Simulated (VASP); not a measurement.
A run of VASP 6.6.1 is set up as follows.

INCAR

```
PREC = Accurate
ENCUT = 600
EDIFF = 1E-6
ISMEAR = 0
SIGMA = 0.1
LREAL = F
LASPH = T
NELM = 80
ALGO = Fast
ISIF = 3
LWAVE = F
LCHARG = F
GGA = PE
IBRION = 2
NSW = 90
EDIFFG = -0.04
```

KPOINTS

```
regular mesh
0
Gamma
  12 12 4
```

The input POSCAR:

```
Zn
1.0
    2.4308374400      0.0000000000      0.0000000000
   -1.2154187200      2.1051669700      0.0000000000
    0.0000000000      0.0000000000      5.6145070500
Zn
2
Direct
    0.0000000000      0.0000000000      0.3058902400
    0.0000000000      0.0000000000      0.6941097600
```

Potentials or basis: VASP PAW PBE potentials, release 64 (Zn).

The run is started by

```console
$ cat potpaw_PBE.64/Zn/POTCAR > POTCAR
$ mpirun -np 1 vasp_std > vasp.out
```

**Question.** Estimate the space group after relaxing (to 0.1 Å).

**Answer.** P6/mmm (No. 191).

**Question.** Estimate the relaxed volume.

**Answer.** 17.58 Å³/atom.

**Question.** Estimate the band gap on the k mesh.

**Answer.** Zero (bands 12 and 13 overlap by 5.97 eV).

**Question.** What does it give for the relaxed cell?

**Answer.** a = 2.573 Å, b = 2.573 Å, c = 6.132 Å, α = 90.00°, β = 90.00°, γ = 120.00°.

Step by step:
```tsv
step	energy change (eV)	largest force (eV/Å)	pressure (GPa)	volume (Å³)
1	0.0000	3.7709	32.01	28.73
2	-0.9770	0.0258	-5.50	42.35
3	-1.0565	0.3776	-0.92	37.47
4	-1.0577	0.3097	-1.76	38.07
5	-1.0577	0.3353	-1.53	37.87
6	-1.0783	0.2858	-0.29	37.03
7	-1.0842	0.2492	0.96	36.33
8	-1.0946	0.1961	0.56	36.55
9	-1.1109	0.1028	-1.26	37.21
10	-1.1131	0.0710	-1.49	37.48
11	-1.1228	0.0490	-0.79	36.76
12	-1.1262	0.0329	-0.70	36.37
13	-1.1277	0.0160	0.97	35.62
14	-1.1280	0.0069	0.50	35.90
15	-1.1331	0.0457	0.12	35.49
16	-1.1333	0.0528	0.07	35.43
17	-1.1331	0.0707	0.06	35.32
18	-1.1333	0.0553	0.00	35.41
19	-1.1344	0.0392	-0.15	35.48
20	-1.1350	0.0144	-0.49	35.60
21	-1.1359	0.0016	-0.30	35.23
22	-1.1352	0.0212	0.31	34.82
23	-1.1358	0.0072	0.40	35.05
24	-1.1359	0.0023	0.06	35.15
```

Caveat: the volume moved by over 15 % at a fixed basis, so the end points are rough.
